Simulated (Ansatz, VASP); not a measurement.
One calculation of BN, two programs

POSCAR

```
BN
1.0
    2.5369300260      0.0000000000      0.0000000000
   -1.2684650130      2.1970458501      0.0000000000
    0.0000000000      0.0000000000      4.1959171737
B N
2 2
Direct
    0.6666666667      0.3333333333      0.0002721794
    0.3333333333      0.6666666667      0.5002721794
    0.6666666667      0.3333333333      0.3747278206
    0.3333333333      0.6666666667      0.8747278206
```

The input INCAR.step1:

```
  PREC = Accurate
  ENCUT = 520
  EDIFF = 1E-5
  ISMEAR = 0
  SIGMA = 0.05
  LREAL = False
  LASPH = True
  NELM = 100
  ALGO = Normal
  ISIF = 2
  LWAVE = True
  LCHARG = False
  NBANDS = 16
  GGA = PE
```

The input INCAR.step2:

```
  PREC = Accurate
  ENCUT = 520
  EDIFF = 1E-6
  ISMEAR = 0
  SIGMA = 0.05
  LREAL = False
  LASPH = True
  NELM = 100
  ALGO = Normal
  ISIF = 2
  LWAVE = False
  LCHARG = False
  GGA = PE
  LHFCALC = True
  AEXX = 0.25
  HFSCREEN = 0.4
  PRECFOCK = Normal
  NBANDS = 16
  ISTART = 1
```

The input KPOINTS:

```
Automatic mesh
0
Gamma
  6 6 4
```

Input for Ansatz:

```yaml
crystal:
  lattice:
    - [2.536930026, 0.0, 0.0]
    - [-1.268465013, 2.1970458501, 0.0]
    - [0.0, 0.0, 4.1959171737]
  atoms:
    - { symbol: B, position: [0.6666666667, 0.3333333333, 0.0002721794] }
    - { symbol: B, position: [0.3333333333, 0.6666666667, 0.5002721794] }
    - { symbol: "N", position: [0.6666666667, 0.3333333333, 0.3747278206] }
    - { symbol: "N", position: [0.3333333333, 0.6666666667, 0.8747278206] }
basis:
  ecutwfc: 420
  ecutrho_ratio: 4
kpoints:
  mp_grid: { grid: [6, 6, 4] }
hamiltonian:
  xc: { preset: hse06, exx: { coeff: 0.25, omega: 0.4 } }
scf:
  occupations: { method: gaussian, width: 0.05 }
  n_extra_bands: 11
output:
  forces: true
  stress: true
  eigenvalues: true
  populations: true
  dos: { projected: true, de: 0.02 }
```

Alike in both runs: task single point; functional PBE-based screened hybrid with a share of 0.25 of exact exchange and HFSCREEN = 0.4; k mesh 6 × 6 × 4; occupations gaussian, width 0.05 eV; no spin polarisation.

|  | VASP | Ansatz |
| --- | --- | --- |
| version | VASP 6.6.1 | Ansatz 0.2.0 |
| potentials or method | VASP PAW PBE potentials, release 64 (B, N), cutoff 520 eV | scalar-relativistic, plane waves, PAW |
| valence electrons in the cell | 16 | 16 |

```csv
,VASP,Ansatz,Ansatz less VASP
gap on the k mesh at the Fermi level (eV),6.05,6.07,+0.019
least direct gap on the mesh (eV),9.50,9.51,+0.011
pressure (GPa),0.2,-0.3,-0.51
"traceless stress, the component that is largest in VASP (GPa)",-0.35,-0.32,+0.035
rms of the force components (eV/Å),0.013,0.015,+0.0016
```

VASP's potentials were made for PBE, not for PBE-based screened hybrid. Atom by atom the forces differ by 0.002 eV/Å (rms over components). The functional is the same, so the differences come from potentials, cutoffs and numerics. Ansatz's warnings: stress exchange threshold loose, stress scf threshold loose.

The k mesh is coarse, so the values compare programs but aren't converged.
